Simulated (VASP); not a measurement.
# ZrO2 (Cubic zirconia) (Fm-3m) in VASP: single point with PBEsol

Aim: the single point of ZrO2 (Cubic zirconia) with PBEsol.

Everything below comes from runs of VASP 6.6.1. Logs are shortened: lines on timing, memory, paths and dates and some standing lists are left out, and cuts for length are marked.

### 1 The cell of the first run

Symmetry: Fm-3m, No. 225, cubic system. Conventional cell: a = 5.070 Å, b = 5.070 Å, c = 5.070 Å, α = 90.00°, β = 90.00°, γ = 90.00°. Zr (site symmetry m-3m) has 8 O at 2.20 Å within 2.9 Å. O (site symmetry -43m) has 4 Zr at 2.20 Å and 6 O at 2.54 Å within 2.9 Å.

### 2 Single point, PBEsol

INCAR reads:

```
PREC     = Accurate       # precision mode
ENCUT    = 600            # plane-wave cutoff, eV
EDIFF    = 1E-6           # SCF threshold, eV
ISMEAR   = 0              # smearing method
SIGMA    = 0.01           # smearing width, eV
LREAL    = F              # projectors in reciprocal space
LASPH    = T              # aspherical terms in the spheres
NELM     = 120            # most SCF steps
ALGO     = Normal         # electronic algorithm
ISIF     = 2              # what is computed and relaxed
LWAVE    = F              # write WAVECAR
LCHARG   = T              # write CHGCAR
GGA      = PS             # functional
LELF     = T              # ELF
LVHAR    = T            
NBANDS   = 19             # bands
GGA_COMPAT= F
```

KPOINTS reads:

```
regular mesh
0
Gamma
  4 4 4
```

POSCAR reads:

```
ZrO2
1.0
    0.0000000000      2.5350000000      2.5350000000
    2.5350000000      0.0000000000      2.5350000000
    2.5350000000      2.5350000000      0.0000000000
Zr O
1 2
Direct
    0.0000000000      0.0000000000      0.0000000000
    0.2500000000      0.2500000000      0.2500000000
    0.7500000000      0.7500000000      0.7500000000
```

Potentials or basis: VASP PAW PBE potentials, release 64 (Zr_sv, O).

On the command line:

```
$ cat potpaw_PBE.64/Zr_sv/POTCAR potpaw_PBE.64/O/POTCAR > POTCAR
$ mpirun -np 1 vasp_std > vasp.out
```

OUTCAR:

```text
PREC = Accurate
   ENCUT = 600
   EDIFF = 1E-6
   ISMEAR = 0
   LREAL = F
   LASPH = T
   NELM = 120
   ISIF = 2
   GGA = PS

 ion  position               nearest neighbor table
   1  0.000  0.000  0.000-   3 2.20   3 2.20   3 2.20   2 2.20   3 2.20   2 2.20   2 2.20   2 2.20

   2  0.250  0.250  0.250-   1 2.20   1 2.20   1 2.20   1 2.20
   3  0.750  0.750  0.750-   1 2.20   1 2.20   1 2.20   1 2.20

  LATTYP: Found a face centered cubic cell.
 ALAT       =     5.0700000000

  Lattice vectors:

 A1 = (   0.0000000000,   2.5350000000,   2.5350000000)
 A2 = (   2.5350000000,   0.0000000000,   2.5350000000)
 A3 = (   2.5350000000,   2.5350000000,   0.0000000000)

Analysis of symmetry for initial positions (statically):
=====================================================================
 Subroutine PRICEL returns:
 Original cell was already a primitive cell.

 Routine SETGRP: Setting up the symmetry group for a
 face centered cubic supercell.

 Subroutine GETGRP returns: Found 48 space group operations
 (whereof 48 operations were pure point group operations)
 out of a pool of 48 trial point group operations.

The static configuration has the point symmetry O_h .

Analysis of symmetry for dynamics (positions and initial velocities):
=====================================================================
 Subroutine PRICEL returns:
 Original cell was already a primitive cell.

 Routine SETGRP: Setting up the symmetry group for a
 face centered cubic supercell.

 Subroutine GETGRP returns: Found 48 space group operations
 (whereof 48 operations were pure point group operations)
 out of a pool of 48 trial point group operations.

The dynamic configuration has the point symmetry O_h .

 Subroutine INISYM returns: Found 48 space group operations
 (whereof 48 operations are pure point group operations),
 and found     1 'primitive' translations

----------------------------------------------------------------------------------------

                                     Primitive cell

  volume of cell :      32.5810

  direct lattice vectors                    reciprocal lattice vectors
     0.000000000  2.535000000  2.535000000    -0.197238659  0.197238659  0.197238659
     2.535000000  0.000000000  2.535000000     0.197238659 -0.197238659  0.197238659
     2.535000000  2.535000000  0.000000000     0.197238659  0.197238659 -0.197238659

  length of vectors
[... 65 lines left out ...]
   ENCUT  =  600.0 eV  44.10 Ry    6.64 a.u.   7.16  7.16  7.16*2*pi/ulx,y,z
   NELM   =    120;   NELMIN=  2; NELMDL= -5     # of ELM steps
   EDIFF  = 0.1E-05   stopping-criterion for ELM
   LREAL  =      F    real-space projection
   EDIFFG = 0.1E-04   stopping-criterion for IOM
   NSW    =      0    number of steps for IOM
   IBRION =     -1    ionic relax: 0-MD 1-quasi-New 2-CG
   NFREE  =      0    steps in history (QN), initial steepest desc. (CG)
   ISIF   =      2    stress and relaxation
   ISYM   =      2    0-nonsym 1-usesym 2-fastsym
   POTIM  = 0.5000    time-step for ionic-motion
   TEBEG  =    0.0;   TEEND  =   0.0 temperature during run
   PSTRESS=    0.0 pullay stress
   NELECT =      24.0000    total number of electrons
   NUPDOWN=      -1.0000    fix difference up-down
   EMIN   =  10.00;   EMAX   =-10.00  energy-range for DOS
   EFERMI =   0.00;   METHOD = LEGACY
   ISMEAR =     0;   SIGMA  =   0.01  broadening in eV -4-tet -1-fermi 0-gaus
   EFERMI_NEDOS =   21; number of points for ismear=-14 and -15
   IALGO  =     38    algorithm
   IMIX   =      4    mixing-type and parameters
     AMIX     =   0.40;   BMIX     =  1.00
     AMIX_MAG =   1.60;   BMIX_MAG =  1.00
  volume/ion in A,a.u.               =      10.86        73.29
  Fermi-wavevector in a.u.,A,eV,Ry     =   1.478509  2.793977 29.742181  2.185989
  Thomas-Fermi vector in A             =   2.592781
   LORBIT       =      0    0 simple, 1 ext, 2 COOP (PROOUT), +10 PAW based schemes
   GGA     = PS    functional components
   LHFCALC =     F    Hartree Fock is set to
   AEXX    =    0.0000 exact exchange contribution
   IVDW    =     0    specifies the selected vdW correction
   LEPSILON=     F    determine dielectric tensor
   LRPA    =     F    only Hartree local field effects (RPA)
 non-spin polarized calculation
 Gauss-broadening in eV      SIGMA  =   0.01
  energy-cutoff  :      600.00
  volume of cell :       32.58
 maximum number of plane-waves:      1106
 NGX is ok and might be reduce to    30
   NGX = 15   NGY = 15   NGZ = 15

 number of electron      23.9999997 magnetization

 Free energy of the ion-electron system (eV)
  ---------------------------------------------------
  ext. energy  EPLUGINS =         0.00000000
  ---------------------------------------------------
  free energy    TOTEN  =       -29.92907024 eV

  energy without entropy =      -29.92907024  energy(sigma->0) =      -29.92907024

 E-fermi :   7.2644     XC(G=0): -12.1204

 val. band max:        7.2212702102   @ k =   0.5000   0.5000   0.0000
 cond. band min:      10.5351633713   @ k =   0.0000   0.0000   0.0000
 fundamental gap:      3.3138931611
 Fermi energy:         7.2643999153

 k-point     1 :       0.0000    0.0000    0.0000
  band No.  band energies     occupation
      1     -40.6731      2.00000
      2     -18.5363      2.00000
      3     -18.5363      2.00000
      4     -18.5363      2.00000
      5     -10.9748      2.00000
      6      -8.3198      2.00000
[... 153 lines left out ...]
      6      -9.1462      2.00000
[... 11 lines left out ...]
     18      19.4462      0.00000
     19      23.1443      0.00000

------------------------ aborting loop because EDIFF is reached ----------------------------------------

  FORCE on cell =-STRESS in cart. coord.  units (eV):
  Direction    XX          YY          ZZ          XY          YZ          ZX
  --------------------------------------------------------------------------------------
  -------------------------------------------------------------------------------------
  Total       -0.1342488     -0.1342488     -0.1342488     -0.0000000      0.0000000      0.0000000
  in kB       -6.6017183     -6.6017183     -6.6017183     -0.0000000      0.0000000      0.0000000
  external PRESSURE =      -6.6017183 kB  Pullay stress =       0.0000000 kB

 VOLUME and BASIS-vectors are now :
 -----------------------------------------------------------------------------
  energy-cutoff  :      600.00
  volume of cell :       32.58
      direct lattice vectors                 reciprocal lattice vectors
     0.000000000  2.535000000  2.535000000    -0.197238659  0.197238659  0.197238659
     2.535000000  0.000000000  2.535000000     0.197238659 -0.197238659  0.197238659
     2.535000000  2.535000000  0.000000000     0.197238659  0.197238659 -0.197238659

 POSITION                                       TOTAL-FORCE (eV/Angst)
 -----------------------------------------------------------------------------------
      0.00000      0.00000      0.00000        -0.000000     -0.000000      0.000000
      1.26750      1.26750      1.26750         0.000000      0.000000      0.000000
      3.80250      3.80250      3.80250        -0.000000     -0.000000     -0.000000
 -----------------------------------------------------------------------------------
    total drift:                                0.000000     -0.000000      0.000000

  FREE ENERGIE OF THE ION-ELECTRON SYSTEM (eV)
  ---------------------------------------------------
  free  energy   TOTEN  =       -29.9290702386 eV

  energy  without entropy=      -29.9290702386  energy(sigma->0) =      -29.92907024
```

It took 7.7 s on 1 thread of Intel Xeon 6975P-C (Granite Rapids), shared host; peak memory 0.16 GiB.

Results:

```yaml
Free_energy: -29.9291 eV
Pressure: -0.7 GPa
Band_gap_on_the_k_mesh: 3.31 eV, indirect (least direct gap 3.75 eV)
```

Caveat: the k points lie up to 0.54 Å⁻¹ apart; the PAW data sets were made with another functional, which shifts forces and pressure a little.
